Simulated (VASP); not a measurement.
A run of VASP 6.6.1:

File INCAR:

```
SYSTEM = Ba3Bi2Sb4
PREC = Accurate
ENCUT = 520
EDIFF = 1E-7
ISMEAR = 0
SIGMA = 0.1
LREAL = .False.
LASPH = .True.
NELM = 100
ALGO = Normal
ISIF = 2
LWAVE = .False.
LCHARG = .False.
GGA = PE
NBANDS = 50
```

File KPOINTS:

```
Automatic mesh
0
Gamma
  2 2 2
  0 0 0
```

Contents of POSCAR:

```
Ba3Bi2Sb4
1.0
   -2.4201097500      3.8740100000      4.9887738800
    9.6804380000      0.0000000000      0.0000004900
    2.4201097500      3.8740100000     -4.9887738800
Bi Ba Sb
2 3 4
Direct
   -0.0289766795     -0.0287866056      0.0311904063
    0.0065527732      0.4910085822     -0.0043488553
    0.7188287073      0.1300054033      0.2833690155
    0.5886790633      0.5276197635      0.4135248546
    0.2754101957      0.9004125970      0.7267875271
    0.7840745459      0.2365767993      0.7443866609
    0.2578166996      0.2365795035      0.2181312200
    0.6835080833      0.7718006628      0.7039201887
    0.2982858628      0.7718000122      0.3186939592
```

Potentials or basis: VASP PAW PBE potentials, release 64 (Bi_d, Ba_sv, Sb).

Launch:

```bash
$ cat potpaw_PBE.64/Bi_d/POTCAR potpaw_PBE.64/Ba_sv/POTCAR potpaw_PBE.64/Sb/POTCAR > POTCAR
$ mpirun -np 1 vasp_std > vasp.out
```

Hardware: 1 thread of AMD EPYC 9R45 96-Core Processor (Zen 5), with other jobs on the host.

Question: Estimate the wall time of this run.

Answer: It took 2.7 min on 1 thread of AMD EPYC 9R45 96-Core Processor (Zen 5), on a shared host, peak memory 0.44 GiB. Counts: scf iterations 18, k points 8.
